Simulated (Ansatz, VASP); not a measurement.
# AlN: VASP beside Ansatz

```xyz
2
Lattice="0.0000 2.1849 2.1849 2.1849 0.0000 2.1849 2.1849 2.1849 0.0000" Properties=species:S:1:pos:R:3 pbc="T T T"
Al    0.0000    0.0000    0.0000
N     1.0924    1.0924    1.0924
```

Alike in both runs: task single point; functional r2SCAN; k mesh 8 × 8 × 8; no spin polarisation.

|  | VASP | Ansatz |
| --- | --- | --- |
| version | VASP 6.6.1 | Ansatz 0.2.0 |
| potentials or method | VASP PAW PBE potentials, release 64 (Al, N) | plane waves, PAW |
| plane-wave cutoff (eV) | 520 | 500 |
| occupations | gaussian, width 0.01 eV | fixed |
| valence electrons in the cell | 8 | 8 |

Ansatz gave:

```
gap on the k mesh at the Fermi level (eV) : 3.94
pressure (GPa)                            : 0.0
```

Task: Which values does VASP return?

Result: gap on the k mesh at the Fermi level (eV): 3.93; pressure (GPa): -0.4.

VASP's potentials were made for PBE, not for r2SCAN.
